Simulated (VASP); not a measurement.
A run of VASP 6.6.1 is set up as follows.

Contents of INCAR:

```
SYSTEM = Zr
PREC = Accurate
ENCUT = 520
EDIFF = 1E-6
ISMEAR = -1
SIGMA = 0.1
LREAL = .FALSE.
LASPH = .TRUE.
NELM = 100
ALGO = Normal
ISIF = 2
LWAVE = .FALSE.
LCHARG = .FALSE.
GGA = RE
NBANDS = 19
```

KPOINTS

```
Automatic mesh
0
G
  13 13 7
  0 0 0
```

Contents of POSCAR:

```
Zr
1.0
   -1.8204349755      2.2155066289      1.6225702689
    2.2155066289     -1.8204349755      1.6225702689
    3.6725924940      3.6725924940     -0.8989958121
Zr
2
Direct
    0.0415204800      0.9584795200      0.0000000000
    0.7084795200      0.2915204800      0.5000000000
```

Potentials or basis: VASP PAW PBE potentials, release 64 (Zr_sv).

Run with:

```bash
$ cat potpaw_PBE.64/Zr_sv/POTCAR > POTCAR
$ mpirun -np 1 vasp_std > vasp.out
```

**Question.** Estimate the pressure.

**Answer.** -3.3 GPa.

**Question.** What does it give for the band gap on the k mesh?

**Answer.** Zero (bands 12 and 13 overlap by 1.14 eV).

Stress tensor (GPa, compression positive):
```
-3.35 -0.05  0.03
-0.05 -3.35  0.03
 0.03  0.03 -3.27
```

Caveat: the cell stands under tension; the PAW data sets were made with another functional, which shifts forces and pressure a little.
